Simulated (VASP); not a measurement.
# Mg (P6/mmm) in VASP: settings compared

The runs below take Mg through single point, with RPBE, BLYP+D4.

Everything below comes from runs of VASP 6.6.1. Logs are shortened: lines on timing, memory, paths and dates and some standing lists are left out, and cuts for length are marked.

## 1. The cell of the first run

The structure is hexagonal, space group P6/mmm (No. 191). Conventional cell: a = 3.050 Å, b = 3.050 Å, c = 3.045 Å, α = 90.00°, β = 90.00°, γ = 120.00°. Within 4.0 Å of Mg (site symmetry 6/mmm) lie 8 Mg at 3.04 to 3.05 Å.

## 2. Single point, RPBE

INCAR reads:

```
SYSTEM = Mg
  ALGO = Normal
  EDIFF = 1E-7
  ENCUT = 520
  GGA = RP
  ISIF = 2
  ISMEAR = 0
  LASPH = .True.
  LCHARG = .True.
  LELF = .True.
  LREAL = .False.
  LVHAR = .True.
  LWAVE = .False.
  NBANDS = 7
  NELM = 80
  PREC = Accurate
  SIGMA = 0.05
```

KPOINTS reads:

```
k-points
0
Gamma
  10 10 9
  0 0 0
```

POSCAR reads:

```
Mg
1.0
    3.0502998005      0.0000000000      0.0000000000
   -1.5251499003      2.6416371164      0.0000000000
    0.0000000000      0.0000000000      3.0448375700
Mg
1
Direct
    0.0000000000      0.0000000000      0.0000000000
```

Potentials or basis: VASP PAW PBE potentials, release 64 (Mg).

Launch:

```
$ cat potpaw_PBE.64/Mg/POTCAR > POTCAR
$ mpirun -np 1 vasp_std > vasp.out
```

OUTCAR:

```text
SYSTEM = Mg
   EDIFF = 1E-7
   ENCUT = 520
   GGA = RP
   ISIF = 2
   ISMEAR = 0
   LASPH = .True.
   LREAL = .False.
   NELM = 80
   PREC = Accurate

 ion  position               nearest neighbor table
   1  0.000  0.000  0.000-

  LATTYP: Found a hexagonal cell.
 ALAT       =     3.0502998005
 C/A-ratio  =     0.9982092808

  Lattice vectors:

 A1 = (   3.0502998005,   0.0000000000,   0.0000000000)
 A2 = (  -1.5251499003,   2.6416371164,   0.0000000000)
 A3 = (   0.0000000000,   0.0000000000,   3.0448375700)

Analysis of symmetry for initial positions (statically):
=====================================================================
 Subroutine PRICEL returns:
 Original cell was already a primitive cell.

 Routine SETGRP: Setting up the symmetry group for a
 hexagonal supercell.

 Subroutine GETGRP returns: Found 24 space group operations
 (whereof 24 operations were pure point group operations)
 out of a pool of 24 trial point group operations.

The static configuration has the point symmetry D_6h.

Analysis of symmetry for dynamics (positions and initial velocities):
=====================================================================
 Subroutine PRICEL returns:
 Original cell was already a primitive cell.

 Routine SETGRP: Setting up the symmetry group for a
 hexagonal supercell.

 Subroutine GETGRP returns: Found 24 space group operations
 (whereof 24 operations were pure point group operations)
 out of a pool of 24 trial point group operations.

The dynamic configuration has the point symmetry D_6h.

 Subroutine INISYM returns: Found 24 space group operations
 (whereof 24 operations are pure point group operations),
 and found     1 'primitive' translations

----------------------------------------------------------------------------------------

                                     Primitive cell

  volume of cell :      24.5346

  direct lattice vectors                    reciprocal lattice vectors
     3.050299800  0.000000000  0.000000000     0.327836628  0.189276565  0.000000000
    -1.525149900  2.641637116  0.000000000     0.000000000  0.378553130  0.000000000
     0.000000000  0.000000000  3.044837570     0.000000000  0.000000000  0.328424744

  length of vectors
     3.050299800  3.050299801  3.044837570     0.378553130  0.378553130  0.328424744

  position of ions in fractional coordinates (direct lattice)
     0.000000000  0.000000000  0.000000000

  ion indices of the primitive-cell ions
   primitive index   ion index
                 1           1

----------------------------------------------------------------------------------------

 KPOINTS: k-points

Automatic generation of k-mesh.
 Grid dimensions read from file:
 generate k-points for:   10   10    9

 Generating k-lattice:

  Cartesian coordinates                     Fractional coordinates (reciprocal lattice)
     0.032783663  0.018927657  0.000000000     0.100000000  0.000000000  0.000000000
     0.000000000  0.037855313  0.000000000     0.000000000  0.100000000  0.000000000
     0.000000000  0.000000000  0.036491638     0.000000000  0.000000000  0.111111111

  Length of vectors
     0.037855313  0.037855313  0.036491638

  Shift w.r.t. Gamma in fractional coordinates (k-lattice)
     0.000000000  0.000000000  0.000000000

 Subroutine IBZKPT returns following result:
 ===========================================

 Found     70 irreducible k-points:

 Following reciprocal coordinates:
            Coordinates               Weight
  0.000000  0.000000  0.000000      1.000000
  0.100000  0.000000  0.000000      6.000000
  0.200000  0.000000  0.000000      6.000000
  0.300000  0.000000  0.000000      6.000000
  0.400000  0.000000  0.000000      6.000000
  0.500000  0.000000  0.000000      3.000000
[... 16 lines left out ...]
  0.300000  0.100000  0.111111     24.000000
  0.400000  0.100000  0.111111     24.000000
 [... further k-points ...]
   k-points           NKPTS =     70   k-points in BZ     NKDIM =     70   number of bands    NBANDS=      7
   number of dos      NEDOS =    301   number of ions     NIONS =      1
   total plane-waves  NPLWV =  13824
   dimension x,y,z NGX =    24 NGY =   24 NGZ =   24
   dimension x,y,z NGXF=    48 NGYF=   48 NGZF=   48
   ions per type =               1
   NGX,Y,Z   is equivalent  to a cutoff of  13.08, 13.08, 13.10 a.u.
   NGXF,Y,Z  is equivalent  to a cutoff of  26.16, 26.16, 26.21 a.u.
 SYSTEM =  Mg
   PREC   = accura    normal or accurate (medium, high low for compatibility)
   ISTART =      0    job   : 0-new  1-cont  2-samecut
   ICHARG =      2    charge: 1-file 2-atom 10-const
   ISPIN  =      1    spin polarized calculation?
   LNONCOLLINEAR =      F non collinear calculations
   LSORBIT =      F    spin-orbit coupling
   LASPH  =      T    aspherical Exc in radial PAW
   ENCUT  =  520.0 eV  38.22 Ry    6.18 a.u.   5.67  5.67  5.66*2*pi/ulx,y,z
   NELM   =     80;   NELMIN=  2; NELMDL= -5     # of ELM steps
   EDIFF  = 0.1E-06   stopping-criterion for ELM
   LREAL  =      F    real-space projection
   EDIFFG = 0.1E-05   stopping-criterion for IOM
   NSW    =      0    number of steps for IOM
   IBRION =     -1    ionic relax: 0-MD 1-quasi-New 2-CG
   NFREE  =      0    steps in history (QN), initial steepest desc. (CG)
   ISIF   =      2    stress and relaxation
   ISYM   =      2    0-nonsym 1-usesym 2-fastsym
   POTIM  = 0.5000    time-step for ionic-motion
   TEBEG  =    0.0;   TEEND  =   0.0 temperature during run
   PSTRESS=    0.0 pullay stress
   NELECT =       2.0000    total number of electrons
   NUPDOWN=      -1.0000    fix difference up-down
   EMIN   =  10.00;   EMAX   =-10.00  energy-range for DOS
   EFERMI =   0.00;   METHOD = LEGACY
   ISMEAR =     0;   SIGMA  =   0.05  broadening in eV -4-tet -1-fermi 0-gaus
   EFERMI_NEDOS =   21; number of points for ismear=-14 and -15
   IALGO  =     38    algorithm
   IMIX   =      4    mixing-type and parameters
     AMIX     =   0.40;   BMIX     =  1.00
     AMIX_MAG =   1.60;   BMIX_MAG =  1.00
  volume/ion in A,a.u.               =      24.53       165.57
  Fermi-wavevector in a.u.,A,eV,Ry     =   0.709836  1.341396  6.855535  0.503868
  Thomas-Fermi vector in A             =   1.796524
   LORBIT       =      0    0 simple, 1 ext, 2 COOP (PROOUT), +10 PAW based schemes
   GGA     = RP    functional components
   LHFCALC =     F    Hartree Fock is set to
   AEXX    =    0.0000 exact exchange contribution
   IVDW    =     0    specifies the selected vdW correction
   LEPSILON=     F    determine dielectric tensor
   LRPA    =     F    only Hartree local field effects (RPA)
 non-spin polarized calculation
 Gauss-broadening in eV      SIGMA  =   0.05
  energy-cutoff  :      520.00
  volume of cell :       24.53
 maximum number of plane-waves:       672
 NGX is ok and might be reduce to    24
   NGX = 11   NGY = 11   NGZ = 11

 number of electron       2.0000000 magnetization

 Free energy of the ion-electron system (eV)
  ---------------------------------------------------
  ext. energy  EPLUGINS =         0.00000000
  ---------------------------------------------------
  free energy    TOTEN  =        -1.10922200 eV

  energy without entropy =       -1.10907452  energy(sigma->0) =       -1.10914826

 E-fermi :   2.3507     XC(G=0):  -8.1735

 val. band max:        2.2598743566   @ k =   0.4000   0.1000   0.0000
 cond. band min:       2.3850668575   @ k =   0.5000   0.0000   0.3333
 fundamental gap:      0.1251925009
 Fermi energy:         2.3507166005

 k-point     1 :       0.0000    0.0000    0.0000
  band No.  band energies     occupation
      1      -4.2732      2.00000
      2      10.3742      0.00000
      3      11.1458      0.00000
      4      14.9462      0.00000
      5      14.9462      0.00000
      6      16.1258      0.00000
      7      16.1258      0.00000

 k-point     2 :       0.1000    0.0000    0.0000
  band No.  band energies     occupation
      1      -4.0572      2.00000
      2      10.3056      0.00000
      3      11.3258      0.00000
      4      12.4299      0.00000
      5      13.8181      0.00000
      6      15.7611      0.00000
      7      17.6217      0.00000

 k-point     3 :       0.2000    0.0000    0.0000
  band No.  band energies     occupation
      1      -3.4121      2.00000
      2       8.6372      0.00000
      3      11.0428      0.00000
      4      11.8667      0.00000
      5      12.6062      0.00000
      6      15.0779      0.00000
      7      19.9281      0.00000

 k-point     4 :       0.3000    0.0000    0.0000
  band No.  band energies     occupation
      1      -2.3466      2.00000
      2       5.8339      0.00000
      3      10.9039      0.00000
      4      11.7267      0.00000
      5      12.7693      0.00000
      6      15.1466      0.00000
      7      20.1391      0.00000

 k-point     5 :       0.4000    0.0000    0.0000
  band No.  band energies     occupation
      1      -0.8770      2.00000
      2       3.2602      0.00000
      3      10.7191      0.00000
      4      11.1979      0.00000
      5      14.0242      0.00000
      6      16.0690      0.00000
      7      17.8090      0.00000
[... 161 lines left out ...]
 k-point    22 :       0.2000    0.1000    0.1111
  band No.  band energies     occupation
      1      -2.5745      2.00000
      2       7.4377      0.00000
      3       8.8263      0.00000
      4      10.5548      0.00000
      5      14.9312      0.00000
      6      17.0769      0.00000
      7      19.3643      0.00000

 k-point    23 :       0.3000    0.1000    0.1111
  band No.  band energies     occupation
      1      -1.3089      2.00000
      2       4.8250      0.00000
      3       8.5952      0.00000
      4      10.9911      0.00000
      5      14.4649      0.00000
      6      17.1257      0.00000
      7      18.1522      0.00000

 k-point    24 :       0.4000    0.1000    0.1111
  band No.  band energies     occupation
      1       0.3397      2.00000
      2       2.4487      0.00556
      3       8.3377      0.00000
      4      12.2300      0.00000
      5      13.6018      0.00000
      6      15.7288      0.00000
      7      19.4686      0.00000

 [... further k-points ...]

------------------------ aborting loop because EDIFF is reached ----------------------------------------

  FORCE on cell =-STRESS in cart. coord.  units (eV):
  Direction    XX          YY          ZZ          XY          YZ          ZX
  --------------------------------------------------------------------------------------
  -------------------------------------------------------------------------------------
  Total        0.3966101      0.3966101      0.1615917     -0.0000000      0.0000000      0.0000000
  in kB       25.8996902     25.8996902     10.5523633     -0.0000000      0.0000000      0.0000000
  external PRESSURE =      20.7839146 kB  Pullay stress =       0.0000000 kB

 VOLUME and BASIS-vectors are now :
 -----------------------------------------------------------------------------
  energy-cutoff  :      520.00
  volume of cell :       24.53
      direct lattice vectors                 reciprocal lattice vectors
     3.050299800  0.000000000  0.000000000     0.327836628  0.189276565  0.000000000
    -1.525149900  2.641637116  0.000000000     0.000000000  0.378553130  0.000000000
     0.000000000  0.000000000  3.044837570     0.000000000  0.000000000  0.328424744

 POSITION                                       TOTAL-FORCE (eV/Angst)
 -----------------------------------------------------------------------------------
      0.00000      0.00000      0.00000         0.000000      0.000000      0.000000
 -----------------------------------------------------------------------------------
    total drift:                                0.000000      0.000000      0.000000

  FREE ENERGIE OF THE ION-ELECTRON SYSTEM (eV)
  ---------------------------------------------------
  free  energy   TOTEN  =        -1.1092219968 eV

  energy  without entropy=       -1.1090745243  energy(sigma->0) =       -1.10914826
```

Wall time 3.6 s (1 thread of Intel Xeon 6975P-C (Granite Rapids), shared host); peak memory 0.13 GiB.

What came out:

* Free energy: -1.1092 eV
* Pressure: 2.1 GPa
* Band gap on the k mesh: zero (band 1 reaches 4.21 eV, above the bottom of band 2 at 0.67 eV)

Stress tensor (GPa, compression positive):
```
2.59 0.00 0.00
0.00 2.59 0.00
0.00 0.00 1.06
```

Levels at points of the mesh, in eV from the Fermi level:
```tsv
k point	band 1	band 2	band 3	band 4
(0.00, 0.00, 0.00)	-6.62	8.02	8.80	12.60
(0.50, 0.00, 0.00)	-1.58	-1.11	8.28	8.67
```

Caveat: the PAW data sets were made with another functional, which shifts forces and pressure a little.

## 3. Single point, BLYP+D4

INCAR reads:

```
SYSTEM = Mg
  AGGAC = 1.0
  AGGAX = 1.0
  ALDAC = 0.0
  ALDAX = 1.0
  ALGO = Fast
  EDIFF = 1E-7
  ENCUT = 520
  GGA = B5
  ISIF = 2
  ISMEAR = 1
  IVDW = 13
  LASPH = .True.
  LCHARG = .True.
  LELF = .True.
  LREAL = .False.
  LVHAR = .True.
  LWAVE = .False.
  NBANDS = 7
  NELM = 80
  PREC = Accurate
  SIGMA = 0.1
  VDW_A1 = 0.44488865
  VDW_A2 = 4.0933009
  VDW_S6 = 1.0
  VDW_S8 = 2.34076671
```

KPOINTS is that of step 2.

POSCAR is that of step 2.

Potentials or basis: VASP PAW PBE potentials, release 64 (Mg).

Launch:

```
$ cat potpaw_PBE.64/Mg/POTCAR > POTCAR
$ mpirun -np 1 vasp_std > vasp.out
```

Run time: 6.3 s. Hardware: 1 thread of Intel Xeon 6975P-C (Granite Rapids), shared host; peak memory 0.13 GiB.

It converged, with:

```yaml
Free_energy: -0.8563 eV
Pressure: 0.4 GPa
Band_gap_on_the_k_mesh: zero (band 1 reaches 4.52 eV, above the bottom of band 2 at 1.08 eV)
Dispersion_energy_per_atom: -0.290 eV
```

Stress tensor (GPa, compression positive):
```
0.32 0.00 0.00
0.00 0.32 0.00
0.00 0.00 0.50
```

Levels at points of the mesh, in eV from the Fermi level:
```csv
k point,band 1,band 2,band 3,band 4,band 5
"(0.00, 0.00, 0.00)",-6.61,7.99,8.68,12.56,12.56
"(0.50, 0.00, 0.00)",-1.49,-1.20,8.20,8.58,12.91
```

Caveat: the PAW data sets were made with another functional, which shifts forces and pressure a little; pairwise dispersion overbinds metals, which lowers pressure and volume.
